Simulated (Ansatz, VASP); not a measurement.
## One calculation of Fe, two programs

INCAR

```
  PREC = Accurate
  ENCUT = 520
  EDIFF = 1E-6
  ISMEAR = 0
  SIGMA = 0.15
  LREAL = F
  LASPH = T
  NELM = 150
  ALGO = Fast
  ISIF = 2
  LWAVE = F
  LCHARG = T
  ISPIN = 2
  MAGMOM = 2.44
  LORBIT = 11
  LMAXMIX = 4
  GGA = PE
  LELF = T
  LVHAR = T
  NBANDS = 14
```

KPOINTS

```
regular mesh
0
Gamma
  12 12 12
```

The input POSCAR:

```
Fe
1.0
   -1.3769613881      1.3769613881      1.3769613881
    1.3769613881     -1.3769613881      1.3769613881
    1.3769613881      1.3769613881     -1.3769613881
Fe
1
Direct
    0.0000000000      0.0000000000      0.0000000000
```

Input for Ansatz:

```yaml
crystal:
  lattice:
    - [-1.3769613881, 1.3769613881, 1.3769613881]
    - [1.3769613881, -1.3769613881, 1.3769613881]
    - [1.3769613881, 1.3769613881, -1.3769613881]
  atoms:
    - { symbol: Fe, position: [0.0, 0.0, 0.0], spin: 2.44 }
basis:
  ecutwfc: 520.0
kpoints:
  mp_grid: { grid: [12, 12, 12] }
hamiltonian:
  xc: pbe
scf:
  occupations: { method: gaussian, width: 0.15 }
output:
  forces: true
  stress: true
  eigenvalues: true
  populations: true
magnetization:
  spin_polarized: true
```

Alike in both runs: task single point; functional PBE; k mesh 12 × 12 × 12; occupations gaussian, width 0.15 eV; collinear spin.

|  | VASP | Ansatz |
| --- | --- | --- |
| version | VASP 6.6.1 | Ansatz 0.2.0 |
| potentials or method | VASP PAW PBE potentials, release 64 (Fe), cutoff 520 eV | scalar-relativistic, plane waves, PAW |
| valence electrons in the cell | 8 | 16 |

|  | VASP | Ansatz | Ansatz less VASP |
| --- | --- | --- | --- |
| gap on the k mesh at the Fermi level (eV) | none | none | - |
| pressure (GPa) | 18.9 | 19.2 | +0.25 |
| net moment per atom (μB) | 2.02 | 2.00 | -0.015 |
| size of the moment on the site where the two differ most (μB) | 2.00 | 2.04 | +0.035 |

Site moments also hang on the region over which each program counts them. A gap of «none» marks a metal or a gap that the smearing closes. VASP's potentials hold 8 valence electrons a cell and Ansatz's 16, so a difference there can come from the potentials and not from the codes.
